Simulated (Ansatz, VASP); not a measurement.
# TePb in VASP and in Ansatz

```
CELL_PARAMETERS angstrom
0.00000 3.23100 3.23100
3.23100 0.00000 3.23100
3.23100 3.23100 0.00000
ATOMIC_POSITIONS crystal
Pb 0.00000 0.00000 0.00000
Te 0.50000 0.50000 0.50000
```

Alike in both runs: task single point; functional PBE; k mesh 7 × 7 × 7; occupations gaussian, width 0.025 eV; no spin polarisation.

```csv
,VASP,Ansatz
version,VASP 6.6.1,Ansatz 0.2.0
potentials or method,"VASP PAW PBE potentials, release 64 (Pb_d, Te)",Ansatz PAW
plane-wave cutoff (eV),520,420
valence electrons in the cell,20,30
```

```tsv
	VASP	Ansatz	Ansatz less VASP
pressure (GPa)	2.1	2.1	+0.06
```

With one functional, cell and mesh, what is left measures potentials, basis and numerics. VASP's potentials hold 20 valence electrons a cell and Ansatz's 30, so a difference there can come from the potentials and not from the codes.

Neither program's run includes spin-orbit coupling.
